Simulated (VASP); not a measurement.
# Ga3O2 (Fmm2) in VASP: a series of runs

Runs on Ga3O2. Level: PBE. Tasks: single point.

Program: VASP 6.6.1. These are calculated values, not measurements. Logs are shortened: lines on timing, memory, paths and dates and some standing lists are left out, and cuts for length are marked.

## 1. The cell of the first run

It takes space group Fmm2 (No. 42, orthorhombic). The conventional cell has a = 7.156 Å, b = 7.280 Å, c = 6.695 Å, α = 90.00°, β = 90.00°, γ = 90.00°. Ga (site symmetry mm2) has 2 O at 1.81 Å within 2.4 Å. Within 2.8 Å of Ga (site symmetry 2) lie 2 O at 2.13 Å. O (site symmetry m) has 1 O at 1.53 Å and 1 Ga at 1.81 Å within 2.0 Å.

## 2. Single point, PBE, collinear spin, ferromagnetic start

The input, INCAR:

```
  PREC = Accurate
  ENCUT = 520
  EDIFF = 1E-7
  ISMEAR = 0
  SIGMA = 0.1
  LREAL = False
  LASPH = True
  NELM = 150
  ALGO = Normal
  ISIF = 2
  LWAVE = False
  LCHARG = False
  ISPIN = 2
  MAGMOM = 0 0 0 1 1
  LORBIT = 11
  GGA = PE
  NBANDS = 38
```

The input, KPOINTS:

```
regular mesh
0
Gamma
  4 4 4
```

The input, POSCAR:

```
Ga3O2
1.0
    0.0000000000      3.6398816600      3.3475846800
    3.5778551200      0.0000000000      3.3475846800
    3.5778551200      3.6398816600      0.0000000000
Ga O
3 2
Direct
    0.1219968700      0.1219968700      0.8780031300
    0.4366664600      0.4366664600      0.0633335400
    0.9366664600      0.9366664600      0.5633335400
    0.7709920800      0.9842611100      0.2290079200
    0.9842611100      0.7709920800      0.0157388900
```

Potentials or basis: VASP PAW PBE potentials, release 64 (Ga_d, O).

Launch:

```sh
cat potpaw_PBE.64/Ga_d/POTCAR potpaw_PBE.64/O/POTCAR > POTCAR
mpirun -np 1 vasp_std > vasp.out
```

OUTCAR:

```text
PREC = Accurate
   ENCUT = 520
   EDIFF = 1E-7
   ISMEAR = 0
   LREAL = False
   LASPH = True
   NELM = 150
   ISIF = 2
   ISPIN = 2
   LORBIT = 11
   GGA = PE

 ion  position               nearest neighbor table
   1  0.122  0.122  0.878-   4 1.81   5 1.81   3 2.84   3 2.84   2 2.84   2 2.84
   2  0.437  0.437  0.063-   4 2.13   5 2.13   1 2.84   1 2.84
   3  0.937  0.937  0.563-   4 2.13   5 2.13   1 2.84   1 2.84
   4  0.771  0.984  0.229-   5 1.53   1 1.81   3 2.13   2 2.13
   5  0.984  0.771  0.016-   4 1.53   1 1.81   3 2.13   2 2.13

  LATTYP: Found a face centered orthorhombic cell.
 ALAT       =     6.6951693600
 B/A-ratio  =     1.0687870396
 C/A-ratio  =     1.0873157837

  Lattice vectors:

 A1 = (   3.5778551200,   3.6398816600,   0.0000000000)
 A2 = (   0.0000000000,   3.6398816600,   3.3475846800)
 A3 = (   3.5778551200,   0.0000000000,   3.3475846800)

Analysis of symmetry for initial positions (statically):
=====================================================================
 Subroutine PRICEL returns:
 Original cell was already a primitive cell.

 Routine SETGRP: Setting up the symmetry group for a
 face centered orthorhombic supercell.

 Subroutine GETGRP returns: Found  4 space group operations
 (whereof  4 operations were pure point group operations)
 out of a pool of  8 trial point group operations.

The static configuration has the point symmetry C_2v.

Analysis of symmetry for dynamics (positions and initial velocities):
=====================================================================
 Subroutine PRICEL returns:
 Original cell was already a primitive cell.

 Routine SETGRP: Setting up the symmetry group for a
 face centered orthorhombic supercell.

 Subroutine GETGRP returns: Found  4 space group operations
 (whereof  4 operations were pure point group operations)
 out of a pool of  8 trial point group operations.

The dynamic configuration has the point symmetry C_2v.

Analysis of structural, dynamic, and magnetic symmetry:
=====================================================================
 Subroutine PRICEL returns:
 Original cell was already a primitive cell.

 Routine SETGRP: Setting up the symmetry group for a
 face centered orthorhombic supercell.

 Subroutine GETGRP returns: Found  4 space group operations
 (whereof  4 operations were pure point group operations)
 out of a pool of  8 trial point group operations.

The overall configuration has the point symmetry C_2v.

 Subroutine INISYM returns: Found  4 space group operations
 (whereof  4 operations are pure point group operations),
 and found     1 'primitive' translations

----------------------------------------------------------------------------------------

                                     Primitive cell

  volume of cell :      87.1910

  direct lattice vectors                    reciprocal lattice vectors
     0.000000000  3.639881660  3.347584680    -0.139748532  0.137367103  0.149361420
     3.577855120  0.000000000  3.347584680     0.139748532 -0.137367103  0.149361420
     3.577855120  3.639881660  0.000000000     0.139748532  0.137367103 -0.149361420

  length of vectors
     4.945205930  4.899731671  5.103899074     0.246390355  0.246390355  0.246390355

  position of ions in fractional coordinates (direct lattice)
     0.121996870  0.121996870  0.878003130
     0.436666460  0.436666460  0.063333540
     0.936666460  0.936666460  0.563333540
     0.770992080  0.984261110  0.229007920
     0.984261110  0.770992080  0.015738890

  ion indices of the primitive-cell ions
   primitive index   ion index
                 1           1
                 2           2
                 3           3
                 4           4
                 5           5

----------------------------------------------------------------------------------------

 KPOINTS: regular mesh

Automatic generation of k-mesh.
 Grid dimensions read from file:
 generate k-points for:    4    4    4

 Generating k-lattice:

  Cartesian coordinates                     Fractional coordinates (reciprocal lattice)
    -0.034937133  0.034341776  0.037340355     0.250000000 -0.000000000  0.000000000
     0.034937133 -0.034341776  0.037340355    -0.000000000  0.250000000  0.000000000
     0.034937133  0.034341776 -0.037340355     0.000000000  0.000000000  0.250000000

  Length of vectors
     0.061597589  0.061597589  0.061597589

  Shift w.r.t. Gamma in fractional coordinates (k-lattice)
     0.000000000  0.000000000  0.000000000

 Subroutine IBZKPT returns following result:
 ===========================================

 Found     18 irreducible k-points:

 Following reciprocal coordinates:
            Coordinates               Weight
  0.000000  0.000000  0.000000      1.000000
  0.250000 -0.000000  0.000000      8.000000
  0.500000 -0.000000  0.000000      4.000000
  0.250000  0.250000  0.000000      2.000000
  0.500000  0.250000  0.000000      8.000000
 -0.250000  0.250000  0.000000      4.000000
[... 10 lines left out ...]
 -0.250000  0.250000  0.500000      2.000000
  0.000000  0.500000  0.500000      1.000000
   k-points           NKPTS =     18   k-points in BZ     NKDIM =     18   number of bands    NBANDS=     38
   number of dos      NEDOS =    301   number of ions     NIONS =      5
   total plane-waves  NPLWV =  57600
   dimension x,y,z NGX =    40 NGY =   36 NGZ =   40
   dimension x,y,z NGXF=    80 NGYF=   72 NGZF=   80
   ions per type =               3   2
   NGX,Y,Z   is equivalent  to a cutoff of  13.45, 12.21, 13.03 a.u.
   NGXF,Y,Z  is equivalent  to a cutoff of  26.89, 24.43, 26.06 a.u.
 SYSTEM =  unknown system
   PREC   = accura    normal or accurate (medium, high low for compatibility)
   ISTART =      0    job   : 0-new  1-cont  2-samecut
   ICHARG =      2    charge: 1-file 2-atom 10-const
   ISPIN  =      2    spin polarized calculation?
   LNONCOLLINEAR =      F non collinear calculations
   LSORBIT =      F    spin-orbit coupling
   LASPH  =      T    aspherical Exc in radial PAW
   ENCUT  =  520.0 eV  38.22 Ry    6.18 a.u.   9.19  9.11  9.49*2*pi/ulx,y,z
   NELM   =    150;   NELMIN=  2; NELMDL= -5     # of ELM steps
   EDIFF  = 0.1E-06   stopping-criterion for ELM
   LREAL  =      F    real-space projection
   EDIFFG = 0.1E-05   stopping-criterion for IOM
   NSW    =      0    number of steps for IOM
   IBRION =     -1    ionic relax: 0-MD 1-quasi-New 2-CG
   NFREE  =      0    steps in history (QN), initial steepest desc. (CG)
   ISIF   =      2    stress and relaxation
   ISYM   =      2    0-nonsym 1-usesym 2-fastsym
   POTIM  = 0.5000    time-step for ionic-motion
   TEBEG  =    0.0;   TEEND  =   0.0 temperature during run
   PSTRESS=    0.0 pullay stress
   NELECT =      51.0000    total number of electrons
   NUPDOWN=      -1.0000    fix difference up-down
   EMIN   =  10.00;   EMAX   =-10.00  energy-range for DOS
   EFERMI =   0.00;   METHOD = LEGACY
   ISMEAR =     0;   SIGMA  =   0.10  broadening in eV -4-tet -1-fermi 0-gaus
   EFERMI_NEDOS =   21; number of points for ismear=-14 and -15
   IALGO  =     38    algorithm
   IMIX   =      4    mixing-type and parameters
     AMIX     =   0.40;   BMIX     =  1.00
     AMIX_MAG =   1.60;   BMIX_MAG =  1.00
  volume/ion in A,a.u.               =      17.44       117.68
  Fermi-wavevector in a.u.,A,eV,Ry     =   1.369118  2.587259 25.503922  1.874485
  Thomas-Fermi vector in A             =   2.495022
   LORBIT       =     11    0 simple, 1 ext, 2 COOP (PROOUT), +10 PAW based schemes
   GGA     = PE    functional components
   LHFCALC =     F    Hartree Fock is set to
   AEXX    =    0.0000 exact exchange contribution
   IVDW    =     0    specifies the selected vdW correction
   LEPSILON=     F    determine dielectric tensor
   LRPA    =     F    only Hartree local field effects (RPA)
 spin polarized calculation
 Gauss-broadening in eV      SIGMA  =   0.10
  energy-cutoff  :      520.00
  volume of cell :       87.19
 maximum number of plane-waves:      2388
 NGX is ok and might be reduce to    40
   NGX = 19   NGY = 19   NGZ = 19

 number of electron      51.0000001 magnetization       0.0003341

 number of electron      51.0000001 magnetization      -0.0000043

 Free energy of the ion-electron system (eV)
  ---------------------------------------------------
  ext. energy  EPLUGINS =         0.00000000
  ---------------------------------------------------
  free energy    TOTEN  =       -17.25492683 eV

  energy without entropy =      -17.24631103  energy(sigma->0) =      -17.25061893

 E-fermi :   3.9364     XC(G=0):  -9.8512

 val. band max:        3.7521499706   @ k =  -0.2500   0.2500   0.0000
 cond. band min:       3.9650151865   @ k =   0.0000   0.2500   0.2500
 fundamental gap:      0.2128652159
 Fermi energy:         3.9364036551

 spin component 1

 k-point     1 :       0.0000    0.0000    0.0000
  band No.  band energies     occupation
      1     -20.2042      1.00000
      2     -14.6566      1.00000
      3     -11.2981      1.00000
      4     -11.2581      1.00000
      5     -11.1561      1.00000
      6     -11.1537      1.00000
[... 709 lines left out ...]
     36      14.2294      0.00000
     37      14.8138      0.00000
 Fermi energy:         3.9364036551

 spin component 2

 k-point     1 :       0.0000    0.0000    0.0000
  band No.  band energies     occupation
      1     -20.2042      1.00000
      2     -14.6566      1.00000
      3     -11.2981      1.00000
      4     -11.2581      1.00000
      5     -11.1561      1.00000
      6     -11.1537      1.00000
[... 709 lines left out ...]
     36      14.2294      0.00000
     37      14.8138      0.00000
 [bands above 37 left out]

------------------------ aborting loop because EDIFF is reached ----------------------------------------

  FORCE on cell =-STRESS in cart. coord.  units (eV):
  Direction    XX          YY          ZZ          XY          YZ          ZX
  --------------------------------------------------------------------------------------
  -------------------------------------------------------------------------------------
  Total        9.9150986      7.7511470      7.9995215      0.0000000      0.0000000      0.0000000
  in kB      182.1948256    142.4311484    146.9951519      0.0000000      0.0000000      0.0000000
  external PRESSURE =     157.2070420 kB  Pullay stress =       0.0000000 kB

 VOLUME and BASIS-vectors are now :
 -----------------------------------------------------------------------------
  energy-cutoff  :      520.00
  volume of cell :       87.19
      direct lattice vectors                 reciprocal lattice vectors
     0.000000000  3.639881660  3.347584680    -0.139748532  0.137367103  0.149361420
     3.577855120  0.000000000  3.347584680     0.139748532 -0.137367103  0.149361420
     3.577855120  3.639881660  0.000000000     0.139748532  0.137367103 -0.149361420

 POSITION                                       TOTAL-FORCE (eV/Angst)
 -----------------------------------------------------------------------------------
      3.57786      3.63988      0.81679         0.000000      0.000000      7.390927
      1.78893      1.81994      2.92356        -0.000000      0.000000     -0.345942
      5.36678      5.45982      6.27114         0.000000     -0.000000     -0.345942
      4.34090      3.63988      5.87586         3.977846      0.000000     -3.349521
      2.81481      3.63988      5.87586        -3.977846      0.000000     -3.349521
 -----------------------------------------------------------------------------------
    total drift:                                0.000017      0.000013      0.000756

  FREE ENERGIE OF THE ION-ELECTRON SYSTEM (eV)
  ---------------------------------------------------
  free  energy   TOTEN  =       -17.2549268321 eV

  energy  without entropy=      -17.2463110317  energy(sigma->0) =      -17.25061893

 total charge

# of ion       s       p       d       tot
------------------------------------------
    1        0.967   0.722  10.126  11.815
    2        1.073   0.408   9.989  11.470
    3        1.073   0.408   9.989  11.470
    4        1.631   3.339   0.000   4.969
    5        1.631   3.339   0.000   4.969
--------------------------------------------------
tot          6.374   8.215  30.104  44.693

 magnetization (x)

# of ion       s       p       d       tot
------------------------------------------
    1       -0.000  -0.000  -0.000  -0.000
    2       -0.000   0.000  -0.000  -0.000
    3       -0.000   0.000  -0.000  -0.000
    4        0.000  -0.000   0.000   0.000
    5        0.000  -0.000   0.000   0.000
--------------------------------------------------
tot         -0.000  -0.000  -0.000  -0.000
```

Wall time 67 s (1 thread of Intel Xeon 6975P-C (Granite Rapids), shared host); peak memory 0.31 GiB.

What came out:

```
Free energy                                           : -17.2549 eV
Pressure                                              : 15.7 GPa
Largest force                                         : 7.391 eV/Å
Net moment                                            : 0.00 μB per cell
Valence electrons inside the program's atomic spheres : Ga 11.81, 11.47; O 4.97
```

Forces in eV/Å, atoms in the order of the input:
```
Ga   0.000  0.000  7.391
Ga   0.000  0.000 -0.346
Ga   0.000  0.000 -0.346
O    3.978  0.000 -3.350
O   -3.978  0.000 -3.350
```

Levels at points of the mesh, in eV from the Fermi level:
Spin up:
| k point | band 23 | band 24 | band 25 | band 26 | band 27 | band 28 |
| --- | --- | --- | --- | --- | --- | --- |
| (0.00, 0.00, 0.00) | -4.41 | -0.38 | -0.32 | 0.06 | 1.25 | 1.52 |
| (0.50, 0.00, 0.00) | -4.09 | -2.74 | -0.96 | 0.47 | 1.15 | 1.72 |
| (0.50, 0.50, 0.00) | -3.44 | -2.62 | -1.03 | -0.65 | -0.47 | 1.75 |
| (0.50, 0.00, 0.50) | -3.10 | -2.95 | -2.88 | 0.26 | 0.36 | 2.22 |
| (0.00, 0.50, 0.50) | -3.80 | -3.64 | -2.53 | -0.97 | 1.60 | 1.64 |
Spin down:
| k point | band 22 | band 23 | band 24 | band 25 | band 26 | band 27 | band 28 | band 29 |
| --- | --- | --- | --- | --- | --- | --- | --- | --- |
| (0.00, 0.00, 0.00) | -5.40 | -4.41 | -0.38 | -0.32 | 0.06 | 1.25 | 1.52 | 1.56 |
| (0.50, 0.00, 0.00) | -4.41 | -4.09 | -2.74 | -0.96 | 0.47 | 1.15 | 1.72 | 2.27 |
| (0.50, 0.50, 0.00) | -3.77 | -3.44 | -2.62 | -1.03 | -0.65 | -0.47 | 1.75 | 3.13 |
| (0.50, 0.00, 0.50) | -4.55 | -3.10 | -2.95 | -2.88 | 0.26 | 0.36 | 2.22 | 3.84 |
| (0.00, 0.50, 0.50) | -4.61 | -3.80 | -3.64 | -2.53 | -0.97 | 1.60 | 1.64 | 3.82 |

Caveat: the k points lie up to 0.39 Å⁻¹ apart; forces of over 1 eV/Å act on the atoms, so gaps and moduli don't describe the material at rest.

## 3. Single point, PBE

This run uses another cell than the first one, of 16.16 Å³/atom, 0.927 times its volume.

The input, INCAR:

```
SYSTEM = Ga3O2
ALGO = Normal
EDIFF = 1E-6
ENCUT = 520
GGA = PE
ISIF = 2
ISMEAR = 0
LASPH = .TRUE.
LCHARG = .FALSE.
LREAL = .FALSE.
LWAVE = .FALSE.
NBANDS = 34
NELM = 100
PREC = Accurate
SIGMA = 0.1
```

The input, KPOINTS:

```
k-points
0
G
  10 10 10
  0 0 0
```

The input, POSCAR:

```
Ga3O2
1.0
    0.0000000000      3.1799606192      4.2476730958
    2.9910185029      0.0000000000      4.2476730958
    2.9910185029      3.1799606192      0.0000000000
Ga O
3 2
Direct
    0.1391379817      0.1391379817      0.8608620183
    0.8313908714      0.8313908714      0.6686091286
    0.3313908714      0.3313908714      0.1686091286
    0.7585134323      0.1901498232      0.8098501768
    0.1901498232      0.7585134323      0.2414865677
```

Potentials or basis: VASP PAW PBE potentials, release 64 (Ga_d, O).

Launch:

```sh
cat potpaw_PBE.64/Ga_d/POTCAR potpaw_PBE.64/O/POTCAR > POTCAR
mpirun -np 1 vasp_std > vasp.out
```

OUTCAR:

```text
SYSTEM = Ga3O2
   EDIFF = 1E-6
   ENCUT = 520
   GGA = PE
   ISIF = 2
   ISMEAR = 0
   LASPH = .TRUE.
   LREAL = .FALSE.
   NELM = 100
   PREC = Accurate

 ion  position               nearest neighbor table
   1  0.139  0.139  0.861-   4 1.96   5 1.96   3 2.73   2 2.73   2 2.73   3 2.73
   2  0.831  0.831  0.669-   4 1.94   5 1.94   1 2.73   1 2.73
   3  0.331  0.331  0.169-   4 1.94   5 1.94   1 2.73   1 2.73
   4  0.759  0.190  0.810-   2 1.94   3 1.94   1 1.96
   5  0.190  0.759  0.241-   2 1.94   3 1.94   1 1.96

  LATTYP: Found a face centered orthorhombic cell.
 ALAT       =     5.9820370058
 B/A-ratio  =     1.0631698253
 C/A-ratio  =     1.4201427011

  Lattice vectors:

 A1 = (   0.0000000000,   3.1799606192,   4.2476730958)
 A2 = (   2.9910185029,   0.0000000000,   4.2476730958)
 A3 = (   2.9910185029,   3.1799606192,   0.0000000000)

Analysis of symmetry for initial positions (statically):
=====================================================================
 Subroutine PRICEL returns:
[... 171 lines left out ...]
  ext. energy  EPLUGINS =         0.00000000
  ---------------------------------------------------
  free energy    TOTEN  =       -23.40660653 eV

  energy without entropy =      -23.40150990  energy(sigma->0) =      -23.40405821

 E-fermi :   3.9921     XC(G=0): -10.1008

 val. band max:        3.9833974606   @ k =   0.2000   0.5000   0.1000
 cond. band min:       4.0058919961   @ k =  -0.1000   0.2000   0.2000
 fundamental gap:      0.0224945355
 Fermi energy:         3.9920698539

 k-point     1 :       0.0000    0.0000    0.0000
  band No.  band energies     occupation
      1     -15.7504      2.00000
      2     -15.0766      2.00000
      3     -11.0782      2.00000
      4     -11.0045      2.00000
      5     -10.9671      2.00000
      6     -10.9642      2.00000
[... 877 lines left out ...]
     33      12.2992      0.00000
     34      12.8107      0.00000

 [... further k-points ...]
[... 5 lines left out ...]
  --------------------------------------------------------------------------------------
  -------------------------------------------------------------------------------------
  Total        0.2113374      0.0386041      0.2097960      0.0000000      0.0000000      0.0000000
  in kB        4.1904923      0.7654584      4.1599276      0.0000000      0.0000000      0.0000000
  external PRESSURE =       3.0386261 kB  Pullay stress =       0.0000000 kB

 VOLUME and BASIS-vectors are now :
 -----------------------------------------------------------------------------
  energy-cutoff  :      520.00
  volume of cell :       80.80
      direct lattice vectors                 reciprocal lattice vectors
     0.000000000  3.179960619  4.247673096    -0.167167137  0.157234652  0.117711507
     2.991018503  0.000000000  4.247673096     0.167167137 -0.157234652  0.117711507
     2.991018503  3.179960619  0.000000000     0.167167137  0.157234652 -0.117711507

 POSITION                                       TOTAL-FORCE (eV/Angst)
 -----------------------------------------------------------------------------------
      2.99102      3.17996      1.18203         0.000000      0.000000      0.065858
      4.48653      4.76994      7.06295         0.000000      0.000000     -0.060539
      1.49551      1.58998      2.81528         0.000000      0.000000     -0.060539
      2.99102      4.98733      4.02961         0.000000     -0.011792      0.027610
      2.99102      1.37259      4.02961         0.000000      0.011792      0.027610
 -----------------------------------------------------------------------------------
    total drift:                               -0.000069     -0.000190      0.000316

  FREE ENERGIE OF THE ION-ELECTRON SYSTEM (eV)
  ---------------------------------------------------
  free  energy   TOTEN  =       -23.4066065255 eV

  energy  without entropy=      -23.4015099010  energy(sigma->0) =      -23.40405821
```

Wall time 3.4 min (1 thread of Intel Xeon 6975P-C (Granite Rapids), shared host); peak memory 0.48 GiB.

What came out:

- Free energy: -23.4066 eV
- Pressure: 0.3 GPa
- Largest force: 0.066 eV/Å

Forces in eV/Å, atoms in the order of the input:
```
Ga   0.000  0.000  0.066
Ga   0.000  0.000 -0.061
Ga   0.000  0.000 -0.061
O    0.000 -0.012  0.028
O    0.000  0.012  0.028
```

Caveat: an odd number of electrons without spin polarisation forces a metal; a magnetic or distorted state may lie lower.
